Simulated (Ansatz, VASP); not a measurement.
# Two plane-wave programs on BP2

The input INCAR:

```
PREC = Accurate ; ENCUT = 600
EDIFF = 1E-6 ; ISMEAR = 0
SIGMA = 0.1 ; LREAL = False
LASPH = True ; NELM = 60
ALGO = Normal ; ISIF = 3
LWAVE = False ; LCHARG = False
GGA = PE ; IBRION = 2
NSW = 90 ; EDIFFG = -0.04
```

The input KPOINTS:

```
Automatic mesh
0
Gamma
  8 8 8
```

File POSCAR:

```
BP2
1.0
   -1.5905683642      1.5905683642      3.9018630184
    1.5905683642     -1.5905683642      3.9018630184
    1.5905683642      1.5905683642     -3.9018630184
B P
1 2
Direct
    0.0000000000      0.0000000000      0.0000000000
    0.6650000000      0.6650000000      0.0000000000
    0.3350000000      0.3350000000      0.0000000000
```

Input for Ansatz:

```yaml
crystal:
  lattice:
    - [-1.5905683642, 1.5905683642, 3.9018630184]
    - [1.5905683642, -1.5905683642, 3.9018630184]
    - [1.5905683642, 1.5905683642, -3.9018630184]
  atoms:
    - { symbol: B, position: [0.0, 0.0, 0.0] }
    - { symbol: P, position: [0.665, 0.665, 0.0] }
    - { symbol: P, position: [0.335, 0.335, 0.0] }
basis:
  ecutwfc: 420
kpoints:
  mp_grid: { grid: [8, 8, 8] }
hamiltonian:
  xc: pbe
scf:
  occupations: { method: gaussian, width: 0.1 }
  lower_state_search: "off"
output:
  forces: true
  stress: true
  eigenvalues: true
relax:
  adjacent_minimum: "off"
  f_tol: 0.04
  max_steps: 70
  cell: { stress_tol: 0.4 }
```

Alike in both runs: task relaxation of cell and atoms; functional PBE; k mesh 8 × 8 × 8; occupations gaussian, width 0.1 eV; no spin polarisation.

|  | VASP | Ansatz |
| --- | --- | --- |
| version | VASP 6.6.1 | Ansatz 0.2.0 |
| potentials or method | VASP PAW PBE potentials, release 64 (B, P), cutoff 600 eV | scalar-relativistic, plane waves, PAW |
| valence electrons in the cell | 13 | 13 |

VASP gave:

```
gap on the k mesh at the Fermi level, each at its own relaxed structure (eV) : none
relaxed volume (Å³/atom)                                                     : 14.16
relaxed cell length with the largest relative difference (Å)                 : 5.562
```

Question: What did Ansatz give for the same quantities?

Answer: gap on the k mesh at the Fermi level, each at its own relaxed structure (eV): none; relaxed volume (Å³/atom): 14.19; relaxed cell length with the largest relative difference (Å): 5.569.

A gap of «none» marks a metal or a gap that the smearing closes.
